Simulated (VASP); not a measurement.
# AlN (I-4m2) in VASP: settings compared

Aim: see how the results for AlN move with the level of theory and the settings. Levels: r2SCAN, HSE06. Tasks: single point.

Program: VASP 6.6.1. These are calculated values, not measurements. Logs are shortened: lines on timing, memory, paths and dates and some standing lists are left out, and cuts for length are marked.

### Step 1. The cell of the first run

The structure is tetragonal, space group I-4m2 (No. 119). Conventional cell: a = 3.183 Å, b = 3.183 Å, c = 4.221 Å, α = 90.00°, β = 90.00°, γ = 90.00°. Within 2.5 Å of Al (site symmetry -4m2) lie 4 N at 1.91 Å. N (site symmetry -4m2) has 4 Al at 1.91 Å within 2.5 Å.

### Step 2. Single point, r2SCAN (epitaxial xy strain +3.0%)

Contents of POSCAR:

```
AlN
1.0
    0.0000000000      2.2504227048      2.1105448577
    2.2504227048      0.0000000000      2.1105448577
    2.2504227048      2.2504227048      0.0000000000
Al N
1 1
Direct
    0.0000000000      0.0000000000      0.0000000000
    0.2500000000      0.2500000000      0.2500000000
```

Contents of INCAR.step1:

```
ALGO = Normal
EDIFF = 1E-4
ENCUT = 520
GGA = PE
ISMEAR = 0
LASPH = True
LCHARG = False
LREAL = False
LWAVE = True
NBANDS = 11
NELM = 60
PREC = Accurate
SIGMA = 0.01
```

Contents of INCAR.step2:

```
ALGO = Normal
EDIFF = 1E-6
ENCUT = 520
ISIF = 2
ISMEAR = 0
ISTART = 1
LASPH = True
LCHARG = False
LMIXTAU = True
LREAL = False
LWAVE = False
METAGGA = R2SCAN
NBANDS = 11
NELM = 60
PREC = Accurate
SIGMA = 0.01
```

Contents of KPOINTS:

```
k-points
0
Gamma
  10 10 10
```

Potentials or basis: VASP PAW PBE potentials, release 64 (Al, N).

Launch:

```bash
$ cat potpaw_PBE.64/Al/POTCAR potpaw_PBE.64/N/POTCAR > POTCAR
$ cp INCAR.step1 INCAR
$ mpirun -np 1 vasp_std > vasp.out
$ cp INCAR.step2 INCAR
$ mpirun -np 1 vasp_std > vasp.out
```

OUTCAR:

```text
EDIFF = 1E-6
   ENCUT = 520
   ISIF = 2
   ISMEAR = 0
   ISTART = 1
   LASPH = True
   LREAL = False
   METAGGA = R2SCAN
   NELM = 60
   PREC = Accurate

 ion  position               nearest neighbor table
   1  0.000  0.000  0.000-   2 1.91   2 1.91   2 1.91   2 1.91
   2  0.250  0.250  0.250-   1 1.91   1 1.91   1 1.91   1 1.91

  LATTYP: Found a body centered tetragonal cell.
 ALAT       =     3.1825783102
 C/A-ratio  =     1.3263113438

  Lattice vectors:

 A1 = (   0.0000000000,  -2.2504227048,  -2.1105448577)
 A2 = (   0.0000000000,   2.2504227048,  -2.1105448577)
 A3 = (   2.2504227048,   0.0000000000,   2.1105448577)

Analysis of symmetry for initial positions (statically):
=====================================================================
 Subroutine PRICEL returns:
 Original cell was already a primitive cell.

 Routine SETGRP: Setting up the symmetry group for a
 body centered tetragonal supercell.

 Subroutine GETGRP returns: Found  8 space group operations
 (whereof  8 operations were pure point group operations)
 out of a pool of 16 trial point group operations.

The static configuration has the point symmetry D_2d.

Analysis of symmetry for dynamics (positions and initial velocities):
=====================================================================
 Subroutine PRICEL returns:
 Original cell was already a primitive cell.

 Routine SETGRP: Setting up the symmetry group for a
 body centered tetragonal supercell.

 Subroutine GETGRP returns: Found  8 space group operations
 (whereof  8 operations were pure point group operations)
 out of a pool of 16 trial point group operations.

The dynamic configuration has the point symmetry D_2d.

 Subroutine INISYM returns: Found  8 space group operations
 (whereof  8 operations are pure point group operations),
 and found     1 'primitive' translations

----------------------------------------------------------------------------------------

                                     Primitive cell

  volume of cell :      21.3773

  direct lattice vectors                    reciprocal lattice vectors
     0.000000000  2.250422705  2.110544858    -0.222180481  0.222180481  0.236905649
     2.250422705  0.000000000  2.110544858     0.222180481 -0.222180481  0.236905649
     2.250422705  2.250422705  0.000000000     0.222180481  0.222180481 -0.236905649

  length of vectors
     3.085255572  3.085255572  3.182578310     0.393513176  0.393513176  0.393513176

  position of ions in fractional coordinates (direct lattice)
     0.000000000  0.000000000  0.000000000
     0.250000000  0.250000000  0.250000000

  ion indices of the primitive-cell ions
   primitive index   ion index
                 1           1
                 2           2

----------------------------------------------------------------------------------------

 KPOINTS: k-points

Automatic generation of k-mesh.
 Grid dimensions read from file:
 generate k-points for:   10   10   10

 Generating k-lattice:

  Cartesian coordinates                     Fractional coordinates (reciprocal lattice)
    -0.022218048  0.022218048  0.023690565     0.100000000 -0.000000000  0.000000000
     0.022218048 -0.022218048  0.023690565    -0.000000000  0.100000000  0.000000000
     0.022218048  0.022218048 -0.023690565     0.000000000  0.000000000  0.100000000

  Length of vectors
     0.039351318  0.039351318  0.039351318

  Shift w.r.t. Gamma in fractional coordinates (k-lattice)
     0.000000000  0.000000000  0.000000000

 Subroutine IBZKPT returns following result:
 ===========================================

 Found    102 irreducible k-points:

 Following reciprocal coordinates:
            Coordinates               Weight
  0.000000  0.000000  0.000000      1.000000
  0.100000 -0.000000  0.000000      8.000000
  0.200000 -0.000000  0.000000      8.000000
  0.300000  0.000000  0.000000      8.000000
  0.400000  0.000000  0.000000      8.000000
  0.500000 -0.000000  0.000000      4.000000
[... 16 lines left out ...]
  0.300000  0.300000  0.000000      2.000000
  0.400000  0.300000  0.000000      8.000000
 [... further k-points ...]
   k-points           NKPTS =    102   k-points in BZ     NKDIM =    102   number of bands    NBANDS=     11
   number of dos      NEDOS =    301   number of ions     NIONS =      2
   total plane-waves  NPLWV =  13824
   dimension x,y,z NGX =    24 NGY =   24 NGZ =   24
   dimension x,y,z NGXF=    48 NGYF=   48 NGZF=   48
   ions per type =               1   1
   NGX,Y,Z   is equivalent  to a cutoff of  12.93, 12.93, 12.54 a.u.
   NGXF,Y,Z  is equivalent  to a cutoff of  25.86, 25.86, 25.07 a.u.
 SYSTEM =  unknown system
   PREC   = accura    normal or accurate (medium, high low for compatibility)
   ISTART =      1    job   : 0-new  1-cont  2-samecut
   ICHARG =      0    charge: 1-file 2-atom 10-const
   ISPIN  =      1    spin polarized calculation?
   LNONCOLLINEAR =      F non collinear calculations
   LSORBIT =      F    spin-orbit coupling
   LASPH  =      T    aspherical Exc in radial PAW
   ENCUT  =  520.0 eV  38.22 Ry    6.18 a.u.   5.74  5.74  5.92*2*pi/ulx,y,z
   NELM   =     60;   NELMIN=  2; NELMDL=  0     # of ELM steps
   EDIFF  = 0.1E-05   stopping-criterion for ELM
   LREAL  =      F    real-space projection
   EDIFFG = 0.1E-04   stopping-criterion for IOM
   NSW    =      0    number of steps for IOM
   IBRION =     -1    ionic relax: 0-MD 1-quasi-New 2-CG
   NFREE  =      0    steps in history (QN), initial steepest desc. (CG)
   ISIF   =      2    stress and relaxation
   ISYM   =      2    0-nonsym 1-usesym 2-fastsym
   POTIM  = 0.5000    time-step for ionic-motion
   TEBEG  =    0.0;   TEEND  =   0.0 temperature during run
   PSTRESS=    0.0 pullay stress
   NELECT =       8.0000    total number of electrons
   NUPDOWN=      -1.0000    fix difference up-down
   EMIN   =  10.00;   EMAX   =-10.00  energy-range for DOS
   EFERMI =   0.00;   METHOD = LEGACY
   ISMEAR =     0;   SIGMA  =   0.01  broadening in eV -4-tet -1-fermi 0-gaus
   EFERMI_NEDOS =   21; number of points for ismear=-14 and -15
   IALGO  =     38    algorithm
   IMIX   =      4    mixing-type and parameters
     AMIX     =   0.40;   BMIX     =  1.00
     AMIX_MAG =   1.60;   BMIX_MAG =  1.00
  volume/ion in A,a.u.               =      10.69        72.13
  Fermi-wavevector in a.u.,A,eV,Ry     =   1.179743  2.229390 18.936485  1.391792
  Thomas-Fermi vector in A             =   2.316048
   LORBIT       =      0    0 simple, 1 ext, 2 COOP (PROOUT), +10 PAW based schemes
   METAGGA = R2SCAN    functional components
   LHFCALC =     F    Hartree Fock is set to
   AEXX    =    0.0000 exact exchange contribution
   IVDW    =     0    specifies the selected vdW correction
   LEPSILON=     F    determine dielectric tensor
   LRPA    =     F    only Hartree local field effects (RPA)
 non-spin polarized calculation
 Gauss-broadening in eV      SIGMA  =   0.01
  energy-cutoff  :      520.00
  volume of cell :       21.38
 maximum number of plane-waves:       592
   NGX = 11   NGY = 11   NGZ = 11

 number of electron       8.0000002 magnetization

 Free energy of the ion-electron system (eV)
  ---------------------------------------------------
  ext. energy  EPLUGINS =         0.00000000
  ---------------------------------------------------
  free energy    TOTEN  =       -19.14688249 eV

  energy without entropy =      -19.14688249  energy(sigma->0) =      -19.14688249

 E-fermi :   5.7812     XC(G=0): -11.3059

 val. band max:        5.6346570453   @ k =   0.0000   0.0000   0.0000
 cond. band min:       9.2290234833   @ k =   0.5000   0.5000   0.0000
 fundamental gap:      3.5943664380
 Fermi energy:         5.7812222572

 k-point     1 :       0.0000    0.0000    0.0000
  band No.  band energies     occupation
      1     -10.1286      2.00000
      2       5.3945      2.00000
      3       5.3945      2.00000
      4       5.6347      2.00000
      5      10.1064      0.00000
      6      18.6718      0.00000
      7      18.7715      0.00000
      8      18.7715      0.00000
      9      22.7524      0.00000
     10      24.4655      0.00000
     11      24.6832      0.00000

 k-point     2 :       0.1000   -0.0000    0.0000
  band No.  band energies     occupation
      1      -9.9860      2.00000
      2       4.6655      2.00000
      3       5.3226      2.00000
      4       5.5276      2.00000
      5      10.7743      0.00000
      6      18.2748      0.00000
      7      18.8271      0.00000
      8      18.9456      0.00000
      9      21.8266      0.00000
     10      22.8705      0.00000
     11      25.1867      0.00000

 k-point     3 :       0.2000   -0.0000    0.0000
  band No.  band energies     occupation
      1      -9.5821      2.00000
      2       3.0701      2.00000
      3       5.1437      2.00000
      4       5.4334      2.00000
      5      11.9411      0.00000
      6      17.4087      0.00000
      7      18.3965      0.00000
      8      19.1973      0.00000
      9      21.8474      0.00000
     10      22.1073      0.00000
     11      24.2416      0.00000

 k-point     4 :       0.3000    0.0000    0.0000
  band No.  band energies     occupation
      1      -9.0027      2.00000
      2       1.4319      2.00000
      3       4.9382      2.00000
      4       5.3341      2.00000
      5      12.8111      0.00000
      6      16.6485      0.00000
      7      17.5315      0.00000
      8      18.8523      0.00000
      9      22.7272      0.00000
     10      23.3097      0.00000
     11      24.1002      0.00000
[... 239 lines left out ...]
 k-point    22 :      -0.2000    0.2000    0.0000
  band No.  band energies     occupation
      1      -8.8518      2.00000
      2       1.8624      2.00000
      3       4.0135      2.00000
      4       4.9815      2.00000
      5      13.5720      0.00000
      6      15.5616      0.00000
      7      18.1476      0.00000
      8      18.1837      0.00000
      9      21.2091      0.00000
     10      24.3594      0.00000
     11      28.7163      0.00000

 k-point    23 :       0.3000    0.3000    0.0000
  band No.  band energies     occupation
      1      -8.5257      2.00000
      2       2.1301      2.00000
      3       3.9601      2.00000
      4       3.9601      2.00000
      5      11.5707      0.00000
      6      15.3130      0.00000
      7      18.8973      0.00000
      8      20.4284      0.00000
      9      20.4284      0.00000
     10      25.8092      0.00000
     11      29.6985      0.00000

 k-point    24 :       0.4000    0.3000    0.0000
  band No.  band energies     occupation
      1      -8.0761      2.00000
      2       1.5032      2.00000
      3       3.6093      2.00000
      4       3.7613      2.00000
      5      11.0160      0.00000
      6      15.0894      0.00000
      7      19.0732      0.00000
      8      20.4511      0.00000
      9      21.2053      0.00000
     10      27.1004      0.00000
     11      29.8001      0.00000

 [... further k-points ...]

------------------------ aborting loop because EDIFF is reached ----------------------------------------

  FORCE on cell =-STRESS in cart. coord.  units (eV):
  Direction    XX          YY          ZZ          XY          YZ          ZX
  --------------------------------------------------------------------------------------
  -------------------------------------------------------------------------------------
  Total       -1.1039619     -1.1039619     -0.0501189      0.0000000      0.0000000      0.0000000
  in kB      -82.7393104    -82.7393104     -3.7562904      0.0000000      0.0000000      0.0000000
  external PRESSURE =     -56.4116370 kB  Pullay stress =       0.0000000 kB

 VOLUME and BASIS-vectors are now :
 -----------------------------------------------------------------------------
  energy-cutoff  :      520.00
  volume of cell :       21.38
      direct lattice vectors                 reciprocal lattice vectors
     0.000000000  2.250422705  2.110544858    -0.222180481  0.222180481  0.236905649
     2.250422705  0.000000000  2.110544858     0.222180481 -0.222180481  0.236905649
     2.250422705  2.250422705  0.000000000     0.222180481  0.222180481 -0.236905649

 POSITION                                       TOTAL-FORCE (eV/Angst)
 -----------------------------------------------------------------------------------
      0.00000      0.00000      0.00000        -0.000000     -0.000000      0.000000
      1.12521      1.12521      1.05527         0.000000      0.000000     -0.000000
 -----------------------------------------------------------------------------------
    total drift:                               -0.000002     -0.000002      0.000001

  FREE ENERGIE OF THE ION-ELECTRON SYSTEM (eV)
  ---------------------------------------------------
  free  energy   TOTEN  =       -19.1468824927 eV

  energy  without entropy=      -19.1468824927  energy(sigma->0) =      -19.14688249
```

It took 24 s on 1 thread of Intel Xeon 6975P-C (Granite Rapids), shared host; peak memory 0.15 GiB.

What came out:

* Free energy: -19.1469 eV
* Pressure: -5.6 GPa
* Band gap on the k mesh: 3.59 eV (least direct gap 4.47 eV)

Levels at points of the mesh, in eV from the valence-band top:
| k point | band 2 | band 3 | band 4 | band 5 | band 6 | band 7 |
| --- | --- | --- | --- | --- | --- | --- |
| (0.00, 0.00, 0.00) | -0.24 | -0.24 | 0.00 | 4.47 | 13.04 | 13.14 |
| (0.50, 0.00, 0.00) | -5.95 | -0.91 | -0.40 | 7.65 | 10.50 | 11.03 |
| (0.50, 0.50, 0.00) | -4.63 | -2.29 | -2.29 | 3.59 | 8.46 | 15.43 |
| (0.50, 0.00, 0.50) | -5.24 | -1.76 | -1.76 | 3.87 | 9.48 | 14.24 |

Caveat: the cell differs from its parent crystal (epitaxial xy strain +3.0%); the cell stands under tension; the PAW data sets were made with another functional, which shifts forces and pressure a little. A k mesh can miss the band edges.

### Step 3. Single point, HSE06 (epitaxial xy strain +4.0%)

Contents of POSCAR:

```
AlN
1.0
    0.0000000000      2.2722714690      2.0830640326
    2.2722714690      0.0000000000      2.0830640326
    2.2722714690      2.2722714690      0.0000000000
Al N
1 1
Direct
    0.0000000000      0.0000000000      0.0000000000
    0.2500000000      0.2500000000      0.2500000000
```

Contents of INCAR.step1:

```
SYSTEM = AlN
PREC = Accurate ; ENCUT = 520
EDIFF = 1E-5 ; ISMEAR = 0
SIGMA = 0.01 ; LREAL = .FALSE.
LASPH = .TRUE. ; NELM = 100
ALGO = Normal ; ISIF = 2
LWAVE = .TRUE. ; LCHARG = .FALSE.
GGA = PE ; NBANDS = 11
```

Contents of INCAR.step2:

```
SYSTEM = AlN
PREC = Accurate ; ENCUT = 520
EDIFF = 1E-7 ; ISMEAR = 0
SIGMA = 0.01 ; LREAL = .FALSE.
LASPH = .TRUE. ; NELM = 100
ALGO = Normal ; ISIF = 2
LWAVE = .FALSE. ; LCHARG = .FALSE.
GGA = PE ; LHFCALC = .TRUE.
HFSCREEN = 0.2079 ; PRECFOCK = Normal
ISTART = 1 ; NBANDS = 11
```

Contents of KPOINTS:

```
Automatic mesh
0
G
  8 8 8
  0 0 0
```

Potentials or basis: VASP PAW PBE potentials, release 64 (Al, N).

Launch:

```bash
$ cat potpaw_PBE.64/Al/POTCAR potpaw_PBE.64/N/POTCAR > POTCAR
$ cp INCAR.step1 INCAR
$ mpirun -np 1 vasp_std > vasp.out
$ cp INCAR.step2 INCAR
$ mpirun -np 1 vasp_std > vasp.out
```

Run time: 54 min. Hardware: 1 thread of Intel Xeon Platinum 8259CL at 2.50GHz (Skylake/Cascade Lake), shared host; peak memory 0.26 GiB.

It converged, with:

```
Free energy            : -17.3386 eV
Pressure               : -7.5 GPa
Band gap on the k mesh : 4.11 eV (least direct gap 4.99 eV)
```

Stress tensor (GPa, compression positive):
```
-10.82   0.00   0.00
  0.00 -10.82   0.00
  0.00   0.00  -0.92
```

Levels at points of the mesh, in eV from the valence-band top:
| k point | band 1 | band 2 | band 3 | band 4 | band 5 | band 6 | band 7 | band 8 |
| --- | --- | --- | --- | --- | --- | --- | --- | --- |
| (0.00, 0.00, 0.00) | -16.52 | -0.31 | -0.31 | 0.00 | 4.99 | 13.63 | 13.75 | 13.75 |
| (0.50, 0.00, 0.00) | -14.42 | -6.43 | -1.11 | -0.42 | 8.08 | 11.23 | 11.52 | 13.46 |
| (0.50, 0.50, 0.00) | -13.54 | -4.87 | -2.62 | -2.62 | 4.11 | 8.71 | 16.40 | 16.69 |
| (0.50, 0.00, 0.50) | -13.89 | -5.75 | -1.87 | -1.87 | 4.47 | 10.10 | 14.82 | 16.13 |

Caveat: the cell differs from its parent crystal (epitaxial xy strain +4.0%); the cell stands under tension; the PAW data sets were made with another functional, which shifts forces and pressure a little. A k mesh can miss the band edges.
